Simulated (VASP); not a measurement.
# Tl: single point with PBE

The system is Tl.

```
Tl
1.0
    -1.92069    1.92069    1.92069
     1.92069   -1.92069    1.92069
     1.92069    1.92069   -1.92069
Tl
1
Cartesian
  0.0000 0.0000 0.0000
```

This cell differs from its parent crystal: volume scaled by 0.9.

```json
{
 "Program": "VASP 6.6.1",
 "Task": "single point",
 "Functional": "PBE",
 "Potentials or basis": "VASP PAW PBE potentials, release 64 (Tl_d)",
 "Cutoff": "520 eV",
 "k mesh": "15 × 15 × 15",
 "Occupations": "fermi-dirac, width 0.08 eV",
 "Spin": "no spin polarisation"
}
```

```
Pressure : 3.6 GPa
```

Levels at points of the mesh, in eV from the Fermi level:
| k point | band 4 | band 5 | band 6 | band 7 | band 8 | band 9 |
| --- | --- | --- | --- | --- | --- | --- |
| (0.00, 0.00, 0.00) | -11.32 | -11.32 | -10.17 | 10.88 | 10.88 | 10.88 |

Run time: 29 s on 1 thread of Intel(R) Xeon(R) Platinum 8488C (Sapphire Rapids) (shared host), peak memory 0.18 GiB.

Caveat: spin-orbit coupling is left out, which moves the levels of the heavy elements.
